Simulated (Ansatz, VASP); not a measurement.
# EuBe3: VASP beside Ansatz

```xyz
4
Lattice="4.0424 0.0000 0.0000 0.0000 4.0424 0.0000 0.0000 0.0000 4.0424" Properties=species:S:1:pos:R:3 pbc="T T T"
Eu    0.0000    0.0000    0.0000
Be    2.0212    0.0000    2.0212
Be    0.0000    2.0212    2.0212
Be    2.0212    2.0212    0.0000
```

Change from the starting cell: species swapped into the HoPd3 type (Pm-3m, No. 221).

Alike in both runs: functional PBE; k mesh 6 × 6 × 6; occupations gaussian, width 0.1 eV; collinear spin.

Ansatz relaxed the structure, and its values are those at the end. VASP's run is a single point on that final structure, the one shown.

```csv
,VASP,Ansatz
version,VASP 6.6.1,Ansatz 0.2.0
potentials or method,"VASP PAW PBE potentials, release 64 (Eu, Be), cutoff 520 eV","scalar-relativistic, plane waves, PAW"
valence electrons in the cell,23,23
```

VASP gave:

| Quantity | Value |
| --- | --- |
| gap on the k mesh at the Fermi level (eV) | none |
| pressure (GPa) | 0.0 |
| net moment per atom (μB) | 1.91 |
| size of the moment on the site where the two differ most (μB) | 6.51 |

Q: Estimate Ansatz's values.

A: gap on the k mesh at the Fermi level (eV): none; pressure (GPa): 0.0; net moment per atom (μB): 1.91; size of the moment on the site where the two differ most (μB): 6.59.

Site moments also hang on the region over which each program counts them. A gap of «none» marks a metal or a gap that the smearing closes.

Neither program's run includes spin-orbit coupling.
